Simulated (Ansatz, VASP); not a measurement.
**GaH in VASP and in Ansatz**

```
Ga H
1.0
     2.76713    0.00000    0.00000
     0.00000    2.76713    0.00000
     0.00000    0.00000    3.05724
Ga H
1 1
Direct
  0.00000 0.00000 0.00000
  0.50000 0.50000 0.50000
```

Change from the starting cell: species swapped into the NbRu type (P4/mmm, No. 123).

Alike in both runs: functional PBE; k mesh 5 × 5 × 4; occupations gaussian, width 0.15 eV; no spin polarisation.

Ansatz relaxed the structure, and its values are those at the end. VASP's run is a single point on that final structure, the one shown.

```csv
,VASP,Ansatz
version,VASP 6.6.1,Ansatz 0.2.0
potentials or method,"VASP PAW PBE potentials, release 64 (Ga_d, H), cutoff 500 eV","scalar-relativistic, plane waves, PAW"
valence electrons in the cell,14,14
```

```tsv
	VASP	Ansatz	Ansatz less VASP
gap on the k mesh at the Fermi level (eV)	none	none	-
pressure (GPa)	0.2	0.0	-0.16
```

A gap of «none» marks a metal or a gap that the smearing closes.

The k mesh is coarse, so the values compare programs but aren't converged.
